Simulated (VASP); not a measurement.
A run of VASP 6.6.1 is set up as follows.

The input INCAR:

```
PREC = Accurate ; ENCUT = 520
EDIFF = 1E-6 ; ISMEAR = -1
SIGMA = 0.02 ; LREAL = F
LASPH = T ; NELM = 100
ALGO = Normal ; ISIF = 2
LWAVE = F ; LCHARG = F
GGA = PE ; NBANDS = 68
```

KPOINTS

```
Automatic mesh
0
Gamma
  4 6 3
```

File POSCAR:

```
PbF2
1.0
    6.4268900000      0.0000000000      0.0000000000
    0.0000000000      3.8909800000      0.0000000000
    0.0000000000      0.0000000000      7.6357400000
Pb F
4 8
Direct
    0.7447269458      0.7500000000      0.1063009767
    0.2552730542      0.2500000000      0.8936990233
    0.7552730542      0.2500000000      0.6063009767
    0.2447269458      0.7500000000      0.3936990233
    0.1409329427      0.7500000000      0.0667373387
    0.8590670573      0.2500000000      0.9332626613
    0.3590670573      0.2500000000      0.5667373387
    0.6409329427      0.7500000000      0.4332626613
    0.5259929511      0.7500000000      0.8429591966
    0.4740070489      0.2500000000      0.1570408034
    0.9740070489      0.2500000000      0.3429591966
    0.0259929511      0.7500000000      0.6570408034
```

Potentials or basis: VASP PAW PBE potentials, release 64 (Pb_d, F).

The run is started by

```bash
$ cat potpaw_PBE.64/Pb_d/POTCAR potpaw_PBE.64/F/POTCAR > POTCAR
$ mpirun -np 1 vasp_std > vasp.out
```

(1) Estimate the band gap on the k mesh.

(2) What does it give for the pressure?

(3) What does it give for the largest force?

Answers

(1) 4.29 eV, indirect (least direct gap 4.56 eV).

(2) 2.9 GPa.

(3) 0.013 eV/Å.

Caveat: spin-orbit coupling is left out, which moves the levels of the heavy elements.
